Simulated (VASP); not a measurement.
Crystal: AlN (wurtzite).

```
Al N
1.0
     3.11000    0.00000    0.00000
    -1.55500    2.69334    0.00000
     0.00000    0.00000    4.98000
Al N
2 2
Direct
  0.33333 0.66667 0.00000
  0.66667 0.33333 0.50000
  0.33333 0.66667 0.38200
  0.66667 0.33333 0.88200
```

| Item | Value |
| --- | --- |
| Program | VASP 6.6.1 |
| Task | relaxation of cell and atoms |
| Functional | PBE |
| Potentials or basis | VASP PAW PBE potentials, release 64 (Al, N) |
| Cutoff | 600 eV |
| k mesh | 9 × 9 × 6 |
| Occupations | gaussian, width 0.01 eV |
| Spin | no spin polarisation |

At the start: pressure 3.7 GPa; volume 10.43 Å³/atom.

Task: How do energy, volume and symmetry change on relaxing?

Result: Over 9 steps the energy falls by 2.2 meV/atom and the volume is 10.62 Å³/atom (+1.9 %); space group P6_3mc (No. 186, to 0.05 Å).

The path:
```tsv
step	energy change (eV)	largest force (eV/Å)	pressure (GPa)	volume (Å³)
1	0.0000	0.0086	3.74	41.71
2	-0.0019	0.0088	-3.11	43.20
3	-0.0089	0.0086	0.00	42.49
4	-0.0089	0.0085	0.07	42.48
5	-0.0090	0.0087	0.07	42.48
6	-0.0090	0.0087	0.07	42.48
7	-0.0090	0.0050	-0.06	42.51
8	-0.0090	0.0011	-0.01	42.50
9	-0.0090	0.0009	-0.01	42.50
```

Final structure:
```
Al N
1.0
     3.12812    0.00000    0.00000
    -1.56406    2.70904    0.00000
     0.00000    0.00000    5.01512
Al N
2 2
Direct
  0.33333 0.66667 0.00023
  0.66667 0.33333 0.50023
  0.33333 0.66667 0.38177
  0.66667 0.33333 0.88177
```
